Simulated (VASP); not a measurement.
# LiH (Fm-3m) in VASP: a series of runs

The runs below take LiH through elastic constants, with PBEsol.

Program: VASP 6.6.1. These are calculated values, not measurements. Logs are shortened: lines on timing, memory, paths and dates and some standing lists are left out, and cuts for length are marked.

**1. The cell of the first run**

Symmetry: Fm-3m, No. 225, cubic system. Conventional cell: a = 3.729 Å, b = 3.729 Å, c = 3.729 Å, α = 90.00°, β = 90.00°, γ = 90.00°. Li (site symmetry m-3m) has 6 H at 1.86 Å within 2.5 Å. H (site symmetry m-3m) has 6 Li at 1.86 Å within 2.5 Å.

**2. Elastic constants, PBEsol**

INCAR

```
PREC     = Accurate       # precision mode
ENCUT    = 600            # plane-wave cutoff, eV
EDIFF    = 1E-8           # SCF threshold, eV
ISMEAR   = 0              # smearing method
SIGMA    = 0.01           # smearing width, eV
LREAL    = False          # projectors in reciprocal space
LASPH    = True           # aspherical terms in the spheres
NELM     = 60             # most SCF steps
ALGO     = Normal         # electronic algorithm
ISIF     = 3              # what is computed and relaxed
LWAVE    = False          # write WAVECAR
LCHARG   = True           # write CHGCAR
GGA      = PS             # functional
IBRION   = 6              # ionic algorithm
NFREE    = 2            
POTIM    = 0.015          # step
NSW      = 1              # ionic steps
```

KPOINTS

```
regular mesh
0
Gamma
  10 10 10
```

POSCAR

```
LiH
1.0
    0.0000000000      1.8645504356      1.8645504356
    1.8645504356      0.0000000000      1.8645504356
    1.8645504356      1.8645504356      0.0000000000
Li H
1 1
Direct
    0.0000000000      0.0000000000      0.0000000000
    0.5000000000      0.5000000000      0.5000000000
```

Potentials or basis: VASP PAW PBE potentials, release 64 (Li_sv, H).

Started as:

```
> cat potpaw_PBE.64/Li_sv/POTCAR potpaw_PBE.64/H/POTCAR > POTCAR
> mpirun -np 1 vasp_std > vasp.out
```

OUTCAR:

```text
PREC = Accurate
   ENCUT = 600
   EDIFF = 1E-8
   ISMEAR = 0
   LREAL = False
   LASPH = True
   NELM = 60
   ISIF = 3
   GGA = PS
   IBRION = 6
   NFREE = 2
   POTIM = 0.015
   NSW = 1

 ion  position               nearest neighbor table
   1  0.000  0.000  0.000-
   2  0.500  0.500  0.500-

  LATTYP: Found a face centered cubic cell.
 ALAT       =     3.7291008712

  Lattice vectors:

 A1 = (   0.0000000000,   1.8645504356,   1.8645504356)
 A2 = (   1.8645504356,   0.0000000000,   1.8645504356)
 A3 = (   1.8645504356,   1.8645504356,   0.0000000000)

Analysis of symmetry for initial positions (statically):
=====================================================================
 Subroutine PRICEL returns:
 Original cell was already a primitive cell.

 Routine SETGRP: Setting up the symmetry group for a
 face centered cubic supercell.

 Subroutine GETGRP returns: Found 48 space group operations
 (whereof 48 operations were pure point group operations)
 out of a pool of 48 trial point group operations.

The static configuration has the point symmetry O_h .

Analysis of symmetry for dynamics (positions and initial velocities):
=====================================================================
 Subroutine PRICEL returns:
 Original cell was already a primitive cell.

 Routine SETGRP: Setting up the symmetry group for a
 face centered cubic supercell.

 Subroutine GETGRP returns: Found 48 space group operations
 (whereof 48 operations were pure point group operations)
 out of a pool of 48 trial point group operations.

The dynamic configuration has the point symmetry O_h .

 Subroutine INISYM returns: Found 48 space group operations
 (whereof 48 operations are pure point group operations),
 and found     1 'primitive' translations

[... 341 lines left out ...]
 Fermi energy:         1.4316316989

 k-point     1 :       0.0000    0.0000    0.0000
  band No.  band energies     occupation
      1     -42.3181      2.00000
      2      -5.0886      2.00000
      3      20.4038      0.00000
      4      21.2953      0.00000
      5      21.2953      0.00000
      6      21.3147      0.00000
[... 199 lines left out ...]
 k-point    24 :       0.4000    0.3000    0.0000
  band No.  band energies     occupation
      1     -42.2030      2.00000
      2      -1.6427      2.00000
      3       8.4903      0.00000
      4      12.5997      0.00000
      5      14.1330      0.00000
      6      19.2072      0.00000

 [... further k-points ...]
[... 5 lines left out ...]
  --------------------------------------------------------------------------------------
  -------------------------------------------------------------------------------------
  Total        0.8079747      0.8046153      0.8046153      0.0000000      0.0000000      0.0000000
  in kB       99.8518153     99.4366429     99.4366429      0.0000000      0.0000000      0.0000000
  external PRESSURE =      99.5750337 kB  Pullay stress =       0.0000000 kB
[... 17 lines left out ...]
  FREE ENERGIE OF THE ION-ELECTRON SYSTEM (eV)
  ---------------------------------------------------
  free  energy   TOTEN  =        -6.0424024076 eV

  energy  without entropy=       -6.0424024076  energy(sigma->0) =       -6.04240241

 INTERNAL STRAIN TENSORS FROM STRAINED CELLS
 ============================================

 INTERNAL STRAIN TENSOR FOR ION    1 for displacements in x,y,z  (eV/Angst):
          X           Y           Z          XY          YZ          ZX
  --------------------------------------------------------------------------------
  x    -0.00000     0.00000    -0.00000     0.00000     0.00000     0.00000
  y    -0.00000    -0.00000     0.00000     0.00000     0.00000     0.00000
  z    -0.00000    -0.00000    -0.00000     0.00000    -0.00000     0.00000

 INTERNAL STRAIN TENSORS FROM DISPLACED ATOMS
 ============================================

 INTERNAL STRAIN TENSOR FOR ION    1 for displacements in x,y,z  (eV/Angst):
          X           Y           Z          XY          YZ          ZX
  --------------------------------------------------------------------------------
  x     0.00000     0.00000     0.00000     0.00000     0.00000     0.00000
  y     0.00000     0.00000     0.00000     0.00000     0.00000     0.00000
  z     0.00000     0.00000     0.00000     0.00000     0.00000     0.00000

 INTERNAL STRAIN TENSOR FOR ION    2 for displacements in x,y,z  (eV/Angst):
          X           Y           Z          XY          YZ          ZX
  --------------------------------------------------------------------------------
  x     0.00000     0.00000     0.00000     0.00000     0.00000     0.00000
  y     0.00000     0.00000     0.00000     0.00000     0.00000     0.00000
  z     0.00000     0.00000     0.00000     0.00000     0.00000     0.00000

 Eigenvectors and eigenvalues of the dynamical matrix
 ----------------------------------------------------

   1 f  =   24.696313 THz   155.171513 2PiTHz  823.780340 cm-1   102.135699 meV
             X         Y         Z           dx          dy          dz
      0.000000  0.000000  0.000000     0.352870    0.000000    0.000000
      1.864550  1.864550  1.864550    -0.935673    0.000000    0.000000
[... 21 lines left out ...]
   6 f/i=    0.012223 THz     0.076801 2PiTHz    0.407722 cm-1     0.050551 meV
             X         Y         Z           dx          dy          dz
      0.000000  0.000000  0.000000    -0.008254   -0.933231   -0.067038
      1.864550  1.864550  1.864550    -0.003113   -0.351949   -0.025282

--------------------------------------------------------------------------------------------------------

 ELASTIC MODULI CONTR FROM IONIC RELAXATION (kBar)
 Direction    XX          YY          ZZ          XY          YZ          ZX
 --------------------------------------------------------------------------------
 XX           0.0000      0.0000      0.0000      0.0000      0.0000      0.0000
 YY           0.0000      0.0000      0.0000      0.0000      0.0000      0.0000
 ZZ           0.0000      0.0000      0.0000      0.0000      0.0000      0.0000
 XY           0.0000      0.0000      0.0000      0.0000      0.0000      0.0000
 YZ           0.0000      0.0000      0.0000      0.0000      0.0000      0.0000
 ZX           0.0000      0.0000      0.0000      0.0000      0.0000      0.0000
 --------------------------------------------------------------------------------

 TOTAL ELASTIC MODULI (kBar)
 Direction    XX          YY          ZZ          XY          YZ          ZX
 --------------------------------------------------------------------------------
 XX        1572.5141     84.6211     84.6211      0.0000     -0.0000     -0.0000
 YY          84.6211   1572.5141     84.6211     -0.0000      0.0000      0.0000
 ZZ          84.6211     84.6211   1572.5141     -0.0000     -0.0000     -0.0000
 XY           0.0000     -0.0000     -0.0000    589.7066      0.0000      0.0000
 YZ          -0.0000      0.0000     -0.0000      0.0000    589.7066      0.0000
 ZX          -0.0000      0.0000     -0.0000      0.0000      0.0000    589.7066
 --------------------------------------------------------------------------------
```

Wall time 1.8 min (1 thread of Intel Xeon 6975P-C, shared host); peak memory 0.18 GiB.

What came out:

| Item | Value |
| --- | --- |
| Elastic constants C11, C12, C44 | 157, 8, 59 GPa |
| Voigt bulk modulus | 58 GPa |
| Highest phonon frequency at Γ, LO-TO splitting left out | 824 cm⁻¹ |

Phonon frequencies in cm⁻¹ (negative: imaginary):
| q point | frequencies |
| --- | --- |
| (0.000, 0.000, 0.000) | 0 0 0 824 824 824 |

Elastic tensor in Voigt notation (GPa, in the Cartesian axes of the cell as first typed):
```
157   8   8   0   0   0
  8 157   8   0   0   0
  8   8 157   0   0   0
  0   0   0  59   0   0
  0   0   0   0  59   0
  0   0   0   0   0  59
```

Clamped-ion elastic tensor (GPa):
```
157   8   8   0   0   0
  8 157   8   0   0   0
  8   8 157   0   0   0
  0   0   0  59   0   0
  0   0   0   0  59   0
  0   0   0   0   0  59
```

Caveat: the cell is under stress, which shifts elastic constants; the cutoff is under 1.25 times the usual one of these potentials, so pressure, stress and relaxed cells hold a basis-set (Pulay) error; the PAW data sets were made with another functional, which shifts forces and pressure a little.

**3. Elastic constants, PBEsol**

This run uses another cell than the first one, of 7.89 Å³/atom, 1.216 times its volume.

INCAR

```
ALGO = Normal
EDIFF = 1E-8
ENCUT = 600
GGA = PS
IBRION = 6
ISIF = 3
ISMEAR = 0
LASPH = True
LCHARG = False
LREAL = False
LWAVE = False
NELM = 60
NFREE = 2
NSW = 1
POTIM = 0.015
PREC = Accurate
SIGMA = 0.01
```

KPOINTS

```
k-points
0
Gamma
  10 10 10
```

POSCAR

```
LiH
1.0
    0.0000000000      1.9903705028      1.9903705028
    1.9903705028      0.0000000000      1.9903705028
    1.9903705028      1.9903705028      0.0000000000
Li H
1 1
Direct
    0.0000000000      0.0000000000      0.0000000000
    0.5000000000      0.5000000000      0.5000000000
```

Potentials or basis: VASP PAW PBE potentials, release 64 (Li_sv, H).

Started as:

```
> cat potpaw_PBE.64/Li_sv/POTCAR potpaw_PBE.64/H/POTCAR > POTCAR
> mpirun -np 1 vasp_std > vasp.out
```

It took 1.8 min on 1 thread of Intel Xeon 6975P-C, shared host; peak memory 0.18 GiB.

The run converged. Its results:

| Property | Result |
| --- | --- |
| Elastic constants C11, C12, C44 | 91, 10, 48 GPa |
| Voigt bulk modulus | 37 GPa |
| Highest phonon frequency at Γ, LO-TO splitting left out | 626 cm⁻¹ |

Phonon frequencies in cm⁻¹ (negative: imaginary):
```
              q point           frequencies
(0.000, 0.000, 0.000)  -1 -1 -1 626 626 626
```

Elastic tensor in Voigt notation (GPa, in the Cartesian axes of the cell as first typed):
```
91 10 10  0  0  0
10 91 10  0  0  0
10 10 91  0  0  0
 0  0  0 48  0  0
 0  0  0  0 48  0
 0  0  0  0  0 48
```

Clamped-ion elastic tensor (GPa):
```
91 10 10  0  0  0
10 91 10  0  0  0
10 10 91  0  0  0
 0  0  0 48  0  0
 0  0  0  0 48  0
 0  0  0  0  0 48
```

Caveat: the cutoff is under 1.25 times the usual one of these potentials, so pressure, stress and relaxed cells hold a basis-set (Pulay) error; the PAW data sets were made with another functional, which shifts forces and pressure a little.
